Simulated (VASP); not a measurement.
Runs of VASP 6.6.1 on Na. The structure is that of space group Im-3m (No. 229), or close to it. The cells are those of the table. 

```csv
cell,gap on the mesh (eV),pressure (GPa)
"a = 3.511 Å, angles 109.5°, 1 atom",none,-0.1
"a = 3.475 Å, angles 109.5°, 1 atom",none,0.2
"a = 3.613 Å, angles 109.5°, 1 atom",none,-0.7
"a = 3.439 Å, angles 109.5°, 1 atom",none,(a)
"a = 3.580 Å, angles 109.5°, 1 atom",none,-0.5
"a = 3.402 Å, angles 109.5°, 1 atom",none,(b)
"a = 3.545 Å, angles 109.5°, 1 atom",none,-0.3
```

Alike in all rows: task single point; level LDA; potentials or basis VASP PAW LDA potentials, release 64 (Na_pv); no spin polarisation; k mesh 14 × 14 × 14; cutoff (eV) 500; smearing gaussian 0.1 eV.

Problem. Fill in the values left out.

Solution. (a) 0.6; (b) 1.0.

A gap of «none» marks levels without a gap at the run's occupations.
